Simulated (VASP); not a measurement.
Here is a VASP 6.6.1 calculation.

The input INCAR:

```
PREC = Accurate ; ENCUT = 520
EDIFF = 1E-6 ; ISMEAR = 0
SIGMA = 0.15 ; LREAL = F
LASPH = T ; NELM = 80
ALGO = Fast ; ISIF = 2
LWAVE = F ; LCHARG = F
GGA = PS ; NBANDS = 18
```

Contents of KPOINTS:

```
Automatic mesh
0
Gamma
  24 24 12
```

The input POSCAR:

```
Cu
1.0
    2.6174644296      0.0000000000      0.0000000000
   -1.3087322148      2.2667906896      0.0000000000
    0.0000000000      0.0000000000      4.2745587410
Cu
2
Direct
    0.3333333333      0.6666666667      0.2500000000
    0.6666666667      0.3333333333      0.7500000000
```

Potentials or basis: VASP PAW PBE potentials, release 64 (Cu).

Launch:

```sh
$ cat potpaw_PBE.64/Cu/POTCAR > POTCAR
$ mpirun -np 1 vasp_std > vasp.out
```

Question: Estimate the band gap on the k mesh.

Answer: Zero (bands 11 and 12 overlap by 5.71 eV).

Question: What does it give for the pressure?

Answer: -13.6 GPa.

Stress tensor (GPa, compression positive):
```
-13.79   0.00   0.00
  0.00 -13.79   0.00
  0.00   0.00 -13.18
```

Caveat: the cell stands under tension; the PAW data sets were made with another functional, which shifts forces and pressure a little.
